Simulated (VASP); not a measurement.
# Na2YAl2 (P1) in VASP: single point with r2SCAN

Aim: the single point of Na2YAl2 with r2SCAN.

Program: VASP 6.6.1. These are calculated values, not measurements. Logs are shortened: lines on timing, memory, paths and dates and some standing lists are left out, and cuts for length are marked.

## (1) The cell of the first run

The typed cell holds 5 atoms: a = 4.547 Å, b = 4.445 Å, c = 6.927 Å, α = 91.88°, β = 88.54°, γ = 119.26°.

## (2) Single point, r2SCAN

The input, POSCAR:

```
Na2YAl2
1.0
    4.5464275900      0.0589484300      0.0575039500
   -2.2221621400      3.8494788200     -0.0727402400
    0.0902105400     -0.0796825000      6.9259988700
Na Al Y
2 2 1
Direct
    0.3321910000      0.6790640000      0.2570270000
    0.6490610000      0.3346520000      0.7314700000
    0.3452300000      0.6612410000      0.6472970000
    0.6636500000      0.3256450000      0.3528390000
    0.9953220000      0.0008130000      0.0060590000
```

The input, INCAR.step1:

```
SYSTEM = Na2YAl2
  PREC = Accurate
  ENCUT = 520
  ISMEAR = -1
  SIGMA = 0.0191
  LREAL = .False.
  LASPH = .True.
  NELM = 100
  NBANDS = 24
  GGA = PE
  ALGO = Normal
  EDIFF = 1E-4
  LWAVE = .True.
  LCHARG = .False.
```

The input, INCAR.step2:

```
SYSTEM = Na2YAl2
  PREC = Accurate
  ENCUT = 520
  EDIFF = 1E-7
  ISMEAR = -1
  SIGMA = 0.0191
  LREAL = .False.
  LASPH = .True.
  NELM = 100
  ALGO = Normal
  ISIF = 2
  LWAVE = .False.
  LCHARG = .False.
  METAGGA = R2SCAN
  LMIXTAU = .True.
  NBANDS = 24
  ISTART = 1
```

The input, KPOINTS:

```
Automatic mesh
0
Gamma
  5 5 3
  0.5 0.5 0
```

Potentials or basis: VASP PAW PBE potentials, release 64 (Na_pv, Al, Y_sv).

On the command line:

```
> cat potpaw_PBE.64/Na_pv/POTCAR potpaw_PBE.64/Al/POTCAR potpaw_PBE.64/Y_sv/POTCAR > POTCAR
> cp INCAR.step1 INCAR
> mpirun -np 1 vasp_std > vasp.out
> cp INCAR.step2 INCAR
> mpirun -np 1 vasp_std > vasp.out
```

OUTCAR:

```text
SYSTEM = Na2YAl2
   PREC = Accurate
   ENCUT = 520
   EDIFF = 1E-7
   ISMEAR = -1
   LREAL = .False.
   LASPH = .True.
   NELM = 100
   ISIF = 2
   METAGGA = R2SCAN
   ISTART = 1

 ion  position               nearest neighbor table
   1  0.332  0.679  0.257-   4 2.58   3 2.71   4 2.73   4 2.76   5 3.12   5 3.14   5 3.14
   2  0.649  0.335  0.731-   3 2.53   4 2.62   3 2.66   3 2.82   5 3.18   5 3.20   5 3.30
   3  0.345  0.661  0.647-   2 2.53   2 2.66   1 2.71   2 2.82   4 3.20   4 3.32   5 3.59   5 3.60
                             5 3.61
   4  0.664  0.326  0.353-   1 2.58   2 2.62   1 2.73   1 2.76   3 3.20   3 3.32   5 3.44   5 3.59
                             5 3.60
   5  0.995  0.001  0.006-   1 3.12   1 3.14   1 3.14   2 3.18   2 3.20   2 3.30   4 3.44   3 3.59
                             4 3.59   4 3.60   3 3.60   3 3.61

  LATTYP: Found a triclinic cell.
 ALAT       =     4.4454226913
 B/A-ratio  =     1.0229249760
 C/A-ratio  =     1.5582420686
 COS(alpha) =     0.0065806118
 COS(beta)  =     0.0328313676
 COS(gamma) =     0.4888305158

  Lattice vectors:

 A1 = (  -2.2221621400,   3.8494788200,  -0.0727402400)
 A2 = (   2.3242654500,   3.9084272500,  -0.0152362900)
 A3 = (  -0.0902105400,   0.0796825000,  -6.9259988700)

Analysis of symmetry for initial positions (statically):
=====================================================================
 Subroutine PRICEL returns:
 Original cell was already a primitive cell.

 Routine SETGRP: Setting up the symmetry group for a
 triclinic supercell.

 Subroutine GETGRP returns: Found  1 space group operations
 (whereof  1 operations were pure point group operations)
 out of a pool of  2 trial point group operations.

The static configuration has the point symmetry C_1 .

Analysis of symmetry for dynamics (positions and initial velocities):
=====================================================================
 Subroutine PRICEL returns:
 Original cell was already a primitive cell.

 Routine SETGRP: Setting up the symmetry group for a
 triclinic supercell.

 Subroutine GETGRP returns: Found  1 space group operations
 (whereof  1 operations were pure point group operations)
 out of a pool of  2 trial point group operations.

The dynamic configuration has the point symmetry C_1 .

 Subroutine INISYM returns: Found  1 space group operations
 (whereof  1 operations are pure point group operations),
 and found     1 'primitive' translations

----------------------------------------------------------------------------------------

                                     Primitive cell

  volume of cell :     122.0852

  direct lattice vectors                    reciprocal lattice vectors
     4.546427590  0.058948430  0.057503950     0.218336699  0.126011381 -0.001394076
    -2.222162140  3.849478820 -0.072740240    -0.003381726  0.257880175  0.003010917
     0.090210540 -0.079682500  6.925998870    -0.001848284  0.001662159  0.144426703

  length of vectors
     4.547173348  4.445422691  6.927044650     0.252094676  0.257919922  0.144448092

  position of ions in fractional coordinates (direct lattice)
     0.332191000  0.679064000  0.257027000
     0.649061000  0.334652000  0.731470000
     0.345230000  0.661241000  0.647297000
     0.663650000  0.325645000  0.352839000
     0.995322000  0.000813000  0.006059000

  ion indices of the primitive-cell ions
   primitive index   ion index
                 1           1
                 2           2
                 3           3
                 4           4
                 5           5

----------------------------------------------------------------------------------------

 KPOINTS: Automatic mesh

Automatic generation of k-mesh.
 Grid dimensions read from file:
 generate k-points for:    5    5    3

 Generating k-lattice:

  Cartesian coordinates                     Fractional coordinates (reciprocal lattice)
     0.043667340  0.025202276 -0.000278815     0.200000000  0.000000000  0.000000000
    -0.000676345  0.051576035  0.000602183    -0.000000000  0.200000000  0.000000000
    -0.000616095  0.000554053  0.048142234    -0.000000000  0.000000000  0.333333333

  Length of vectors
     0.050418935  0.051583984  0.048149364

  Shift w.r.t. Gamma in fractional coordinates (k-lattice)
     0.500000000  0.500000000  0.000000000

 Subroutine IBZKPT returns following result:
 ===========================================

 Found     38 irreducible k-points:

 Following reciprocal coordinates:
            Coordinates               Weight
  0.100000  0.100000  0.000000      2.000000
  0.300000  0.100000  0.000000      2.000000
  0.500000  0.100000  0.000000      2.000000
 -0.300000  0.100000 -0.000000      2.000000
 -0.100000  0.100000  0.000000      2.000000
  0.100000  0.300000  0.000000      2.000000
[... 16 lines left out ...]
 -0.100000  0.300000  0.333333      2.000000
  0.100000  0.500000  0.333333      2.000000
 [... further k-points ...]
   k-points           NKPTS =     38   k-points in BZ     NKDIM =     38   number of bands    NBANDS=     24
   number of dos      NEDOS =    301   number of ions     NIONS =      5
   total plane-waves  NPLWV =  69984
   dimension x,y,z NGX =    36 NGY =   36 NGZ =   54
   dimension x,y,z NGXF=    72 NGYF=   72 NGZF=  108
   ions per type =               2   2   1
   NGX,Y,Z   is equivalent  to a cutoff of  13.16, 13.46, 12.96 a.u.
   NGXF,Y,Z  is equivalent  to a cutoff of  26.32, 26.93, 25.92 a.u.
 SYSTEM =  Na2YAl2
   PREC   = accura    normal or accurate (medium, high low for compatibility)
   ISTART =      1    job   : 0-new  1-cont  2-samecut
   ICHARG =      0    charge: 1-file 2-atom 10-const
   ISPIN  =      1    spin polarized calculation?
   LNONCOLLINEAR =      F non collinear calculations
   LSORBIT =      F    spin-orbit coupling
   LASPH  =      T    aspherical Exc in radial PAW
   ENCUT  =  520.0 eV  38.22 Ry    6.18 a.u.   8.45  8.27 12.88*2*pi/ulx,y,z
   NELM   =    100;   NELMIN=  2; NELMDL=  0     # of ELM steps
   EDIFF  = 0.1E-06   stopping-criterion for ELM
   LREAL  =      F    real-space projection
   EDIFFG = 0.1E-05   stopping-criterion for IOM
   NSW    =      0    number of steps for IOM
   IBRION =     -1    ionic relax: 0-MD 1-quasi-New 2-CG
   NFREE  =      0    steps in history (QN), initial steepest desc. (CG)
   ISIF   =      2    stress and relaxation
   ISYM   =      2    0-nonsym 1-usesym 2-fastsym
   POTIM  = 0.5000    time-step for ionic-motion
   TEBEG  =    0.0;   TEEND  =   0.0 temperature during run
   PSTRESS=    0.0 pullay stress
   NELECT =      31.0000    total number of electrons
   NUPDOWN=      -1.0000    fix difference up-down
   EMIN   =  10.00;   EMAX   =-10.00  energy-range for DOS
   EFERMI =   0.00;   METHOD = LEGACY
   ISMEAR =    -1;   SIGMA  =   0.02  broadening in eV -4-tet -1-fermi 0-gaus
   EFERMI_NEDOS =   21; number of points for ismear=-14 and -15
   IALGO  =     38    algorithm
   IMIX   =      4    mixing-type and parameters
     AMIX     =   0.40;   BMIX     =  1.00
     AMIX_MAG =   1.60;   BMIX_MAG =  1.00
  volume/ion in A,a.u.               =      24.42       164.77
  Fermi-wavevector in a.u.,A,eV,Ry     =   1.036671  1.959024 14.622004  1.074687
  Thomas-Fermi vector in A             =   2.171073
   LORBIT       =      0    0 simple, 1 ext, 2 COOP (PROOUT), +10 PAW based schemes
   METAGGA = R2SCAN    functional components
   LHFCALC =     F    Hartree Fock is set to
   AEXX    =    0.0000 exact exchange contribution
   IVDW    =     0    specifies the selected vdW correction
   LEPSILON=     F    determine dielectric tensor
   LRPA    =     F    only Hartree local field effects (RPA)
 non-spin polarized calculation
  energy-cutoff  :      520.00
  volume of cell :      122.09
 maximum number of plane-waves:      3313
 NGX is ok and might be reduce to    36
   NGX = 17   NGY = 17   NGZ = 25

 number of electron      31.0000007 magnetization

 Free energy of the ion-electron system (eV)
  ---------------------------------------------------
  ext. energy  EPLUGINS =         0.00000000
  ---------------------------------------------------
  free energy    TOTEN  =       -36.74114732 eV

  energy without entropy =      -36.73363622  energy(sigma->0) =      -36.73739177

 E-fermi :   3.2407     XC(G=0):  -9.3156

 val. band max:        3.2376149848   @ k =   0.1000   0.3000   0.0000
 cond. band min:       3.2460428922   @ k =   0.3000  -0.3000   0.3333
 fundamental gap:      0.0084279074
 Fermi energy:         3.2406685881

 k-point     1 :       0.1000    0.1000    0.0000
  band No.  band energies     occupation
      1     -42.0222      2.00000
      2     -21.9222      2.00000
      3     -21.9043      2.00000
      4     -21.8935      2.00000
      5     -21.8884      2.00000
      6     -21.8837      2.00000
[... 16 lines left out ...]
     23       8.3059      0.00000
     24       8.6438      0.00000

 k-point     2 :       0.3000    0.1000    0.0000
  band No.  band energies     occupation
      1     -42.0213      2.00000
      2     -21.9278      2.00000
      3     -21.9082      2.00000
      4     -21.9029      2.00000
      5     -21.8930      2.00000
      6     -21.8824      2.00000
[... 16 lines left out ...]
     23       7.6785      0.00000
     24       8.0410      0.00000

 k-point     3 :       0.5000    0.1000    0.0000
  band No.  band energies     occupation
      1     -42.0210      2.00000
      2     -21.9269      2.00000
      3     -21.9116      2.00000
      4     -21.9034      2.00000
      5     -21.8955      2.00000
      6     -21.8826      2.00000
[... 16 lines left out ...]
     23       7.4222      0.00000
     24       7.9367      0.00000

 k-point     4 :      -0.3000    0.1000   -0.0000
  band No.  band energies     occupation
      1     -42.0217      2.00000
      2     -21.9205      2.00000
      3     -21.9089      2.00000
      4     -21.8979      2.00000
      5     -21.8933      2.00000
      6     -21.8828      2.00000
[... 16 lines left out ...]
     23       8.0516      0.00000
     24       8.8777      0.00000

 k-point     5 :      -0.1000    0.1000    0.0000
  band No.  band energies     occupation
      1     -42.0225      2.00000
      2     -21.9167      2.00000
      3     -21.9058      2.00000
      4     -21.8915      2.00000
      5     -21.8862      2.00000
      6     -21.8825      2.00000
[... 16 lines left out ...]
     23       7.6734      0.00000
     24       8.8031      0.00000

 k-point     6 :       0.1000    0.3000    0.0000
  band No.  band energies     occupation
      1     -42.0211      2.00000
      2     -21.9329      2.00000
      3     -21.9110      2.00000
      4     -21.8989      2.00000
      5     -21.8915      2.00000
      6     -21.8841      2.00000
[... 16 lines left out ...]
     23       7.6321      0.00000
     24       7.9595      0.00000
[... 379 lines left out ...]
 k-point    21 :       0.5000    0.3000    0.3333
  band No.  band energies     occupation
      1     -42.0208      2.00000
      2     -21.9281      2.00000
      3     -21.9192      2.00000
      4     -21.8987      2.00000
      5     -21.8925      2.00000
      6     -21.8835      2.00000
[... 16 lines left out ...]
     23       7.3324      0.00000
     24       8.1893      0.00000

 k-point    22 :      -0.3000    0.3000    0.3333
  band No.  band energies     occupation
      1     -42.0214      2.00000
      2     -21.9239      2.00000
      3     -21.9155      2.00000
      4     -21.8971      2.00000
      5     -21.8898      2.00000
      6     -21.8820      2.00000
[... 16 lines left out ...]
     23       7.1078      0.00000
     24       7.4201      0.00000

 k-point    23 :      -0.1000    0.3000    0.3333
  band No.  band energies     occupation
      1     -42.0215      2.00000
      2     -21.9260      2.00000
      3     -21.9102      2.00000
      4     -21.8940      2.00000
      5     -21.8883      2.00000
      6     -21.8860      2.00000
[... 16 lines left out ...]
     23       8.0630      0.00000
     24       8.1796      0.00000

 k-point    24 :       0.1000    0.5000    0.3333
  band No.  band energies     occupation
      1     -42.0207      2.00000
      2     -21.9392      2.00000
      3     -21.9115      2.00000
      4     -21.8972      2.00000
      5     -21.8962      2.00000
      6     -21.8827      2.00000
[... 16 lines left out ...]
     23       6.6099      0.00000
     24       7.8438      0.00000

 [... further k-points ...]

------------------------ aborting loop because EDIFF is reached ----------------------------------------

  FORCE on cell =-STRESS in cart. coord.  units (eV):
  Direction    XX          YY          ZZ          XY          YZ          ZX
  --------------------------------------------------------------------------------------
  -------------------------------------------------------------------------------------
  Total        4.6311762      6.0523766      1.9721614     -0.4868512      0.0081063      1.2743761
  in kB       60.7769213     79.4279480     25.8815236     -6.3891586      0.1063829     16.7241867
  external PRESSURE =      55.3621310 kB  Pullay stress =       0.0000000 kB

 VOLUME and BASIS-vectors are now :
 -----------------------------------------------------------------------------
  energy-cutoff  :      520.00
  volume of cell :      122.09
      direct lattice vectors                 reciprocal lattice vectors
     4.546427590  0.058948430  0.057503950     0.218336699  0.126011381 -0.001394076
    -2.222162140  3.849478820 -0.072740240    -0.003381726  0.257880175  0.003010917
     0.090210540 -0.079682500  6.925998870    -0.001848284  0.001662159  0.144426703

 POSITION                                       TOTAL-FORCE (eV/Angst)
 -----------------------------------------------------------------------------------
      0.02448      2.61314      1.74988         0.023664     -0.444742     -0.427101
      2.27324      1.26821      5.07914         0.764358     -0.113554      0.925496
      0.15857      2.51421      4.45493        -0.638723      0.002472     -0.048016
      2.32543      1.26457      2.45824        -0.045737      0.498041     -0.280129
      4.52390      0.06132      0.09914        -0.103562      0.057783     -0.170250
 -----------------------------------------------------------------------------------
    total drift:                               -0.014554      0.008028     -0.007409

  FREE ENERGIE OF THE ION-ELECTRON SYSTEM (eV)
  ---------------------------------------------------
  free  energy   TOTEN  =       -36.7411473181 eV

  energy  without entropy=      -36.7336362163  energy(sigma->0) =      -36.73739177
```

Run time: 4.5 min. Hardware: 1 thread of Intel Xeon Platinum 8488C (Sapphire Rapids), shared host; peak memory 0.34 GiB.

Results:

| Item | Value |
| --- | --- |
| Free energy | -36.7411 eV |
| Pressure | 5.5 GPa |
| Largest force | 1.206 eV/Å |
| Band gap on the k mesh | zero (an odd number of electrons rules out a gap without spin polarisation) |

Forces in eV/Å, atoms in the order of the input:
```
Na   0.024 -0.445 -0.427
Na   0.764 -0.114  0.925
Al  -0.639  0.002 -0.048
Al  -0.046  0.498 -0.280
Y   -0.104  0.058 -0.170
```

Caveat: the cell stands under pressure; the PAW data sets were made with another functional, which shifts forces and pressure a little.
